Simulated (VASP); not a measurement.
# Co (Fd-3m) in VASP: further runs, part 2 of 2

VASP 6.6.1. Earlier steps stand in the parts before.

### 4 Relaxation of cell and atoms, PBE, collinear spin, antiferromagnetic start

This run uses another cell than the first one, of 14.95 Å³/atom.

Input file INCAR:

```
SYSTEM = Co
  PREC = Accurate
  ENCUT = 600
  EDIFF = 1E-6
  ISMEAR = -1
  SIGMA = 0.05
  LREAL = .FALSE.
  LASPH = .TRUE.
  NELM = 150
  ALGO = Normal
  ISIF = 3
  LWAVE = .FALSE.
  LCHARG = .FALSE.
  ISPIN = 2
  MAGMOM = 1.7 -1.7
  LORBIT = 11
  LMAXMIX = 4
  GGA = PE
  IBRION = 2
  NSW = 80
  EDIFFG = -0.01
```

Input file KPOINTS:

```
regular mesh
0
G
  11 11 11
  0 0 0
```

Input file POSCAR:

```
Co
1.0
    0.0000000000      2.4634331982      2.4634331982
    2.4634331982      0.0000000000      2.4634331982
    2.4634331982      2.4634331982      0.0000000000
Co
2
Direct
    0.1250000000      0.1250000000      0.1250000000
    0.8750000000      0.8750000000      0.8750000000
```

Potentials or basis: VASP PAW PBE potentials, release 64 (Co).

Command:

```sh
> cat potpaw_PBE.64/Co/POTCAR > POTCAR
> mpirun -np 1 vasp_std > vasp.out
```

OUTCAR:

```text
SYSTEM = Co
   PREC = Accurate
   ENCUT = 600
   EDIFF = 1E-6
   ISMEAR = -1
   LREAL = .FALSE.
   LASPH = .TRUE.
   NELM = 150
   ISIF = 3
   ISPIN = 2
   LORBIT = 11
   GGA = PE
   IBRION = 2
   NSW = 80
   EDIFFG = -0.01

 ion  position               nearest neighbor table
   1  0.125  0.125  0.125-   2 2.13   2 2.13   2 2.13   2 2.13
   2  0.875  0.875  0.875-   1 2.13   1 2.13   1 2.13   1 2.13

  LATTYP: Found a face centered cubic cell.
 ALAT       =     4.9268663964

  Lattice vectors:

 A1 = (   0.0000000000,   2.4634331982,   2.4634331982)
 A2 = (   2.4634331982,   0.0000000000,   2.4634331982)
 A3 = (   2.4634331982,   2.4634331982,   0.0000000000)

Analysis of symmetry for initial positions (statically):
=====================================================================
 Subroutine PRICEL returns:
 Original cell was already a primitive cell.

 Routine SETGRP: Setting up the symmetry group for a
 face centered cubic supercell.

 Subroutine GETGRP returns: Found 48 space group operations
 (whereof 12 operations were pure point group operations)
 out of a pool of 48 trial point group operations.

The static configuration has the point symmetry D_3d.
 The point group associated with its full space group is O_h .

Analysis of symmetry for dynamics (positions and initial velocities):
=====================================================================
 Subroutine PRICEL returns:
 Original cell was already a primitive cell.

 Routine SETGRP: Setting up the symmetry group for a
 face centered cubic supercell.

 Subroutine GETGRP returns: Found 48 space group operations
 (whereof 12 operations were pure point group operations)
 out of a pool of 48 trial point group operations.

The dynamic configuration has the point symmetry D_3d.
 The point group associated with its full space group is O_h .

Analysis of structural, dynamic, and magnetic symmetry:
=====================================================================
 Subroutine PRICEL returns:
 Original cell was already a primitive cell.

 Routine SETGRP: Setting up the symmetry group for a
 face centered cubic supercell.

 Subroutine GETGRP returns: Found 48 space group operations
 (whereof 12 operations were pure point group operations)
[... 154 lines left out ...]

------------------------ aborting loop because EDIFF is reached ----------------------------------------

  FORCE on cell =-STRESS in cart. coord.  units (eV):
  Direction    XX          YY          ZZ          XY          YZ          ZX
  --------------------------------------------------------------------------------------
  -------------------------------------------------------------------------------------
  Total       -0.2973976     -0.2973976     -0.2973976      0.0000000      0.0000000      0.0000000
  in kB      -15.9366004    -15.9366004    -15.9366004      0.0000000      0.0000000      0.0000000
  external PRESSURE =     -15.9366004 kB  Pullay stress =       0.0000000 kB
[... 63 lines left out ...]
 number of electron      17.9999990 magnetization      -0.0000000

 number of electron      17.9999990 magnetization       0.0000000

 Free energy of the ion-electron system (eV)
  ---------------------------------------------------
  ext. energy  EPLUGINS =         0.00000000
  ---------------------------------------------------
  free energy    TOTEN  =       -11.41040925 eV

  energy without entropy =      -11.37413251  energy(sigma->0) =      -11.39227088

 E-fermi :   6.4309     XC(G=0): -11.3904

 val. band max:        6.4290986567   @ k =   0.4545   0.2727   0.0000
 cond. band min:       6.4490353843   @ k =   0.3636   0.0909   0.0000
 fundamental gap:      0.0199367276
 Fermi energy:         6.4308590259

 spin component 1

 k-point     1 :       0.0000    0.0000    0.0000
  band No.  band energies     occupation
      1      -0.5021      1.00000
      2       3.3717      1.00000
      3       3.3717      1.00000
      4       3.5345      1.00000
      5       3.5345      1.00000
      6       3.5345      1.00000
      7       5.3616      1.00000
      8       5.3616      1.00000
      9       5.3616      1.00000
     10       6.7019      0.00440
     11       6.7019      0.00440
     12      19.7840      0.00000
     13      19.7840      0.00000
[... 356 lines left out ...]
      2       3.0184      1.00000
      3       3.3911      1.00000
      4       3.5200      1.00000
      5       3.7947      1.00000
      6       4.1933      1.00000
      7       4.8396      1.00000
      8       5.1190      1.00000
      9       5.8472      0.99999
     10       6.3719      0.76475
     11       6.8340      0.00032
     12      12.8671      0.00000
     13      12.9980      0.00000

 [... further k-points ...]

 spin component 2

 k-point     1 :       0.0000    0.0000    0.0000
  band No.  band energies     occupation
      1      -0.5021      1.00000
      2       3.3717      1.00000
      3       3.3717      1.00000
      4       3.5345      1.00000
      5       3.5345      1.00000
      6       3.5345      1.00000
      7       5.3616      1.00000
      8       5.3616      1.00000
      9       5.3616      1.00000
     10       6.7019      0.00440
     11       6.7019      0.00440
     12      19.7840      0.00000
     13      19.7840      0.00000
[... 397 lines left out ...]
  FREE ENERGIE OF THE ION-ELECTRON SYSTEM (eV)
  ---------------------------------------------------
  free  energy   TOTEN  =       -11.4104092510 eV

  energy  without entropy=      -11.3741325112  energy(sigma->0) =      -11.39227088

 reached required accuracy - stopping structural energy minimisation

 total charge

# of ion       s       p       d       tot
------------------------------------------
    1        0.556   0.411   7.374   8.342
    2        0.556   0.411   7.374   8.342
--------------------------------------------------
tot          1.112   0.822  14.749  16.684

 magnetization (x)

# of ion       s       p       d       tot
------------------------------------------
    1       -0.000  -0.000   0.000  -0.000
    2        0.000   0.000  -0.000   0.000
--------------------------------------------------
tot          0.000   0.000   0.000   0.000
```

CONTCAR:

```text
Co
   1.00000000000000
     0.0000000000000000    2.4529664065765955    2.4529664065765955
     2.4529664065765955    0.0000000000000000    2.4529664065765955
     2.4529664065765955    2.4529664065765955    0.0000000000000000
  Co
     2
Direct
     0.1250000000000000    0.1250000000000000    0.1250000000000000
     0.8750000000000000    0.8750000000000000    0.8750000000000000

  0.00000000E+00  0.00000000E+00  0.00000000E+00
  0.00000000E+00  0.00000000E+00  0.00000000E+00
```

It took 55 s on 1 thread of Intel Xeon 6975P-C (Granite Rapids), shared host; peak memory 0.19 GiB.

What came out:

```
Free energy                                           : -11.4104 eV
Relaxed volume                                        : 14.76 Å³/atom
Relaxed cell                                          : a = 3.469 Å, b = 3.469 Å, c = 3.469 Å, α = 60.00°, β = 60.00°, γ = 60.00°
Space group after relaxing (to 0.1 Å)                 : Fd-3m (No. 227)
Energy gained by relaxing                             : 1.0 meV/atom
Ionic steps                                           : 3
Pressure after relaxing                               : 0.0 GPa
Band gap on the k mesh                                : zero (filled and empty bands overlap)
Net moment                                            : 0.00 μB per cell
Valence electrons inside the program's atomic spheres : Co 8.34
```

The path:
```csv
step,energy change (eV),largest force (eV/Å),pressure (GPa),volume (Å³)
1,0.0000,0.0000,-1.59,29.90
2,-0.0010,0.0000,1.11,29.26
3,-0.0019,0.0000,0.03,29.52
```

Final structure:
```
Co
1.0
     0.00000    2.45297    2.45297
     2.45297    0.00000    2.45297
     2.45297    2.45297    0.00000
Co
2
Direct
  0.12500 0.12500 0.12500
  0.87500 0.87500 0.87500
```

Levels at points of the mesh, in eV from the Fermi level:
Spin up:
```tsv
k point	band 5	band 6	band 7	band 8	band 9	band 10	band 11	band 12	band 13
(0.00, 0.00, 0.00)	-2.90	-2.90	-1.07	-1.07	-1.07	0.27	0.27	13.35	13.35
```
Spin down:
```tsv
k point	band 5	band 6	band 7	band 8	band 9	band 10	band 11	band 12	band 13
(0.00, 0.00, 0.00)	-2.90	-2.90	-1.07	-1.07	-1.07	0.27	0.27	13.35	13.35
```

### 5 Single point, PBE, collinear spin, ferromagnetic start

This run uses another cell than the first one, of 16.37 Å³/atom.

Input file INCAR:

```
PREC = Accurate
ENCUT = 520
EDIFF = 1E-7
ISMEAR = -1
SIGMA = 0.05
LREAL = False
LASPH = True
NELM = 150
ALGO = Normal
ISIF = 2
LWAVE = False
LCHARG = False
ISPIN = 2
MAGMOM = 1.737 1.737
LORBIT = 11
LMAXMIX = 4
GGA = PE
NBANDS = 20
```

Input file KPOINTS:

```
Automatic mesh
0
Gamma
  18 18 18
```

Input file POSCAR:

```
Co
1.0
    0.0000000000      2.5389308331      2.5389308331
    2.5389308331      0.0000000000      2.5389308331
    2.5389308331      2.5389308331      0.0000000000
Co
2
Direct
    0.1250000000      0.1250000000      0.1250000000
    0.8750000000      0.8750000000      0.8750000000
```

Potentials or basis: VASP PAW PBE potentials, release 64 (Co).

Command:

```sh
> cat potpaw_PBE.64/Co/POTCAR > POTCAR
> mpirun -np 1 vasp_std > vasp.out
```

OUTCAR:

```text
PREC = Accurate
   ENCUT = 520
   EDIFF = 1E-7
   ISMEAR = -1
   LREAL = False
   LASPH = True
   NELM = 150
   ISIF = 2
   ISPIN = 2
   LORBIT = 11
   GGA = PE

 ion  position               nearest neighbor table
   1  0.125  0.125  0.125-   2 2.20   2 2.20   2 2.20   2 2.20
   2  0.875  0.875  0.875-   1 2.20   1 2.20   1 2.20   1 2.20

  LATTYP: Found a face centered cubic cell.
 ALAT       =     5.0778616662

  Lattice vectors:

 A1 = (   0.0000000000,   2.5389308331,   2.5389308331)
 A2 = (   2.5389308331,   0.0000000000,   2.5389308331)
 A3 = (   2.5389308331,   2.5389308331,   0.0000000000)

Analysis of symmetry for initial positions (statically):
=====================================================================
 Subroutine PRICEL returns:
 Original cell was already a primitive cell.

 Routine SETGRP: Setting up the symmetry group for a
 face centered cubic supercell.

 Subroutine GETGRP returns: Found 48 space group operations
 (whereof 12 operations were pure point group operations)
 out of a pool of 48 trial point group operations.

The static configuration has the point symmetry D_3d.
 The point group associated with its full space group is O_h .

Analysis of symmetry for dynamics (positions and initial velocities):
=====================================================================
 Subroutine PRICEL returns:
 Original cell was already a primitive cell.

 Routine SETGRP: Setting up the symmetry group for a
 face centered cubic supercell.

 Subroutine GETGRP returns: Found 48 space group operations
 (whereof 12 operations were pure point group operations)
 out of a pool of 48 trial point group operations.

The dynamic configuration has the point symmetry D_3d.
 The point group associated with its full space group is O_h .

Analysis of structural, dynamic, and magnetic symmetry:
=====================================================================
 Subroutine PRICEL returns:
 Original cell was already a primitive cell.
[... 150 lines left out ...]
  ext. energy  EPLUGINS =         0.00000000
  ---------------------------------------------------
  free energy    TOTEN  =       -11.51856465 eV

  energy without entropy =      -11.50230015  energy(sigma->0) =      -11.51043240

 E-fermi :   5.2934     XC(G=0): -10.8519

 val. band max:        5.2931510030   @ k =  -0.4444   0.4444   0.0556
 cond. band min:       5.2959409523   @ k =  -0.2778   0.2222   0.0556
 fundamental gap:      0.0027899493
 Fermi energy:         5.2933580825

 spin component 1

 k-point     1 :       0.0000    0.0000    0.0000
  band No.  band energies     occupation
      1      -1.1419      1.00000
      2       1.9371      1.00000
      3       1.9371      1.00000
      4       2.1552      1.00000
      5       2.1552      1.00000
      6       2.1552      1.00000
[... 541 lines left out ...]
     19      21.2024      0.00000
     20      22.3454      0.00000

 [... further k-points ...]

 spin component 2

 k-point     1 :       0.0000    0.0000    0.0000
  band No.  band energies     occupation
      1      -1.0376      1.00000
      2       3.5966      1.00000
      3       3.5966      1.00000
      4       3.5966      1.00000
      5       3.6202      1.00000
      6       3.6202      1.00000
[... 541 lines left out ...]
     19      21.4365      0.00000
     20      22.5713      0.00000

 [... further k-points ...]

------------------------ aborting loop because EDIFF is reached ----------------------------------------

  FORCE on cell =-STRESS in cart. coord.  units (eV):
  Direction    XX          YY          ZZ          XY          YZ          ZX
  --------------------------------------------------------------------------------------
  -------------------------------------------------------------------------------------
  Total       -0.1060115     -0.1060115     -0.1060115      0.0000000      0.0000000      0.0000000
  in kB       -5.1889663     -5.1889663     -5.1889663      0.0000000      0.0000000      0.0000000
  external PRESSURE =      -5.1889663 kB  Pullay stress =       0.0000000 kB

 VOLUME and BASIS-vectors are now :
 -----------------------------------------------------------------------------
  energy-cutoff  :      520.00
  volume of cell :       32.73
      direct lattice vectors                 reciprocal lattice vectors
     0.000000000  2.538930833  2.538930833    -0.196933289  0.196933289  0.196933289
     2.538930833  0.000000000  2.538930833     0.196933289 -0.196933289  0.196933289
     2.538930833  2.538930833  0.000000000     0.196933289  0.196933289 -0.196933289

 POSITION                                       TOTAL-FORCE (eV/Angst)
 -----------------------------------------------------------------------------------
      0.63473      0.63473      0.63473         0.000000      0.000000      0.000000
      4.44313      4.44313      4.44313        -0.000000     -0.000000     -0.000000
 -----------------------------------------------------------------------------------
    total drift:                                0.000000      0.000000     -0.000000

  FREE ENERGIE OF THE ION-ELECTRON SYSTEM (eV)
  ---------------------------------------------------
  free  energy   TOTEN  =       -11.5185646458 eV

  energy  without entropy=      -11.5023001474  energy(sigma->0) =      -11.51043240

 total charge

# of ion       s       p       d       tot
------------------------------------------
    1        0.532   0.347   7.313   8.192
    2        0.532   0.347   7.313   8.192
--------------------------------------------------
tot          1.064   0.694  14.625  16.383

 magnetization (x)

# of ion       s       p       d       tot
------------------------------------------
    1       -0.029  -0.012   1.758   1.717
    2       -0.029  -0.012   1.758   1.717
--------------------------------------------------
tot         -0.058  -0.024   3.517   3.435
```

OSZICAR:

```text
N       E                     dE             d eps       ncg     rms          rms(c)
DAV:   1     0.910631442016E+02    0.91063E+02   -0.77215E+03 15736   0.106E+03
DAV:   2    -0.812432061294E+01   -0.99187E+02   -0.88337E+02 15736   0.205E+02
DAV:   3    -0.126708693437E+02   -0.45465E+01   -0.43531E+01 17616   0.555E+01
DAV:   4    -0.127375690697E+02   -0.66700E-01   -0.66650E-01 19056   0.610E+00
DAV:   5    -0.127395874580E+02   -0.20184E-02   -0.20182E-02 18796   0.991E-01    0.111E+01
DAV:   6    -0.122679236706E+02    0.47166E+00   -0.95671E+00 18308   0.516E+01    0.971E+00
DAV:   7    -0.114719216258E+02    0.79600E+00   -0.25654E+00 18772   0.242E+01    0.336E+00
DAV:   8    -0.115155720767E+02   -0.43650E-01   -0.43928E-02 20748   0.184E+00    0.214E+00
DAV:   9    -0.115017799078E+02    0.13792E-01   -0.30880E-02 20904   0.242E+00    0.166E+00
DAV:  10    -0.115118631459E+02   -0.10083E-01   -0.26127E-03 17800   0.667E-01    0.101E+00
DAV:  11    -0.115185066854E+02   -0.66435E-02   -0.24565E-03 21088   0.718E-01    0.136E-01
DAV:  12    -0.115185614056E+02   -0.54720E-04   -0.31676E-04 19516   0.132E-01    0.297E-02
DAV:  13    -0.115185637486E+02   -0.23430E-05   -0.12825E-05 17256   0.246E-02    0.225E-02
DAV:  14    -0.115185651642E+02   -0.14156E-05   -0.25008E-06 19100   0.168E-02    0.138E-02
DAV:  15    -0.115185638459E+02    0.13182E-05   -0.14095E-06 21160   0.173E-02    0.848E-03
DAV:  16    -0.115185645568E+02   -0.71088E-06   -0.25778E-07 14592   0.794E-03    0.399E-04
DAV:  17    -0.115185646458E+02   -0.89004E-07   -0.11420E-08  8328   0.110E-03
   1 F= -.11518565E+02 E0= -.11510432E+02  d E =-.162645E-01  mag=     3.4493
```

stdout:

```text
POSCAR found type information on POSCAR Co
 POSCAR found :  1 types and       2 ions
 scaLAPACK will be used
 LDA part: xc-table for (Slater+PW92), standard interpolation
 POSCAR, INCAR and KPOINTS ok, starting setup
 FFT: planning ... GRIDC
 FFT: planning ... GRID_SOFT
 FFT: planning ... GRID
 WAVECAR not read
 entering main loop
```

Run time: 5.6 min. Hardware: 1 thread of Intel Xeon 8259CL, shared host; peak memory 0.3 GiB.

Results:

```
Free energy                                           : -11.5186 eV
Pressure                                              : -0.5 GPa
Net moment                                            : 3.45 μB per cell
Site moments                                          : Co +1.72 μB
Valence electrons inside the program's atomic spheres : Co 8.19
```
